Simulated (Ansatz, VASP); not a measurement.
# One calculation of BaS, two programs

INCAR

```
ALGO = Normal
EDIFF = 1E-6
EDIFFG = -0.001
ENCUT = 600
GGA = PS
IBRION = 2
ISIF = 3
ISMEAR = 0
LASPH = T
LCHARG = F
LREAL = F
LWAVE = F
NELM = 80
NSW = 80
PREC = Accurate
SIGMA = 0.01
```

KPOINTS

```
k-points
0
Gamma
  8 8 8
```

The input POSCAR:

```
BaS
1.0
    0.0000000000      3.1663007738      3.1663007738
    3.1663007738      0.0000000000      3.1663007738
    3.1663007738      3.1663007738      0.0000000000
Ba S
1 1
Direct
    0.0000000000      0.0000000000      0.0000000000
    0.5000000000      0.5000000000      0.5000000000
```

Input for Ansatz:

```yaml
crystal:
  lattice:
    - [0.0, 3.1663007737, 3.1663007737]
    - [3.1663007737, 0.0, 3.1663007737]
    - [3.1663007737, 3.1663007737, 0.0]
  atoms:
    - { symbol: Ba, position: [0.0, 0.0, 0.0] }
    - { symbol: S, position: [0.5, 0.5, 0.5] }
basis:
  ecutwfc: 420
kpoints:
  mp_grid: { grid: [8, 8, 8] }
hamiltonian:
  xc: pbesol
scf:
  occupations: { method: fixed }
output:
  forces: true
  stress: true
  eigenvalues: true
relax:
  adjacent_minimum: "off"
  f_tol: 0.001
  max_steps: 60
  cell: { stress_tol: 0.01 }
```

Alike in both runs: task relaxation of cell and atoms; functional PBEsol; k mesh 8 × 8 × 8; no spin polarisation.

|  | VASP | Ansatz |
| --- | --- | --- |
| version | VASP 6.6.1 | Ansatz 0.2.0 |
| potentials or method | VASP PAW PBE potentials, release 64 (Ba_sv, S), cutoff 600 eV | scalar-relativistic, plane waves, PAW |
| occupations | gaussian, width 0.01 eV | fixed |
| valence electrons in the cell | 16 | 16 |

|  | VASP | Ansatz | Ansatz less VASP |
| --- | --- | --- | --- |
| gap on the k mesh at the Fermi level, each at its own relaxed structure (eV) | 1.96 | 2.04 | +0.076 |
| relaxed volume (Å³/atom) | 32.20 | 31.73 | -0.472 |
| relaxed cell length with the largest relative difference (Å) | 4.499 | 4.477 | -0.0221 |

VASP's potentials were made for PBE, not for PBEsol.

Spin-orbit coupling is off throughout.
